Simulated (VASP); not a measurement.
## Cu: single point with PBE0

Cu:

```
Cu
1.0
     2.55088    0.00000    0.00000
    -1.27544    2.20913    0.00000
     0.00000    0.00000    4.13981
Cu
2
Direct
  0.66667 0.33333 0.75000
  0.33333 0.66667 0.25000
```

This isn't the form of Cu at room conditions, which is fcc.

- Program: VASP 6.6.1
- Task: single point
- Functional: PBE0
- Potentials or basis: VASP PAW PBE potentials, release 64 (Cu)
- Cutoff: 520 eV
- k mesh: 6 × 6 × 4
- Occupations: fermi-dirac, width 0.05 eV
- Spin: no spin polarisation

| Property | Result |
| --- | --- |
| Pressure | 5.0 GPa |
| Band gap on the k mesh | zero (bands 11 and 12 overlap by 8.75 eV) |

Stress tensor (GPa, compression positive):
```
5.95 0.00 0.00
0.00 5.95 0.00
0.00 0.00 3.05
```

Levels at points of the mesh, in eV from the Fermi level:
```
           k point  band 9  band 10  band 11  band 12  band 13  band 14
(0.00, 0.00, 0.00)   -3.75    -2.81    -2.81    -0.72     5.62    23.50
(0.50, 0.00, 0.00)   -2.68    -2.60     0.68     2.77     9.81    10.35
(0.00, 0.00, 0.50)   -3.11    -3.11    -3.11    -3.11    14.98    14.98
(0.50, 0.00, 0.50)   -2.63    -2.63     1.61     1.61     6.68     6.68
```

Wall time 52 min on 1 thread of Intel Xeon 8259CL, on a shared host, peak memory 0.16 GiB.

Caveat: the k points lie up to 0.47 Å⁻¹ apart, too coarse for converged energies and pressures of a metal; the PAW data sets were made with another functional, which shifts forces and pressure a little.
